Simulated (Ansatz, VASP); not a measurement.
**Two plane-wave programs on BAs**

```
CELL_PARAMETERS angstrom
0.00000 2.20056 2.58327
2.20056 0.00000 2.58327
2.20056 2.20056 0.00000
ATOMIC_POSITIONS crystal
B 0.00000 0.00000 0.00000
As 0.75000 0.75000 0.75000
```

Change from the starting cell: strain -0.080 along x and y, +0.080 along z, atoms carried along.

Alike in both runs: task single point; functional r2SCAN; k mesh 10 × 10 × 10; occupations gaussian, width 0.05 eV; no spin polarisation.

|  | VASP | Ansatz |
| --- | --- | --- |
| version | VASP 6.6.1 | Ansatz 0.2.0 |
| potentials or method | VASP PAW PBE potentials, release 64 (B, As), cutoff 520 eV | scalar-relativistic, plane waves, PAW |
| valence electrons in the cell | 8 | 18 |

VASP gave:

| Item | Value |
| --- | --- |
| gap on the k mesh at the Fermi level (eV) | none |
| pressure (GPa) | 15.5 |
| traceless stress, the component that is largest in VASP (GPa) | -31.85 |

Problem. Estimate Ansatz's values.

Solution. gap on the k mesh at the Fermi level (eV): none; pressure (GPa): 15.0; traceless stress, the component that is largest in VASP (GPa): -31.93.

VASP's potentials were made for PBE, not for r2SCAN. A gap of «none» marks a metal or a gap that the smearing closes. With one functional, cell and mesh, what is left measures potentials, basis and numerics. VASP's potentials hold 8 valence electrons a cell and Ansatz's 18, so a difference there can come from the potentials and not from the codes.
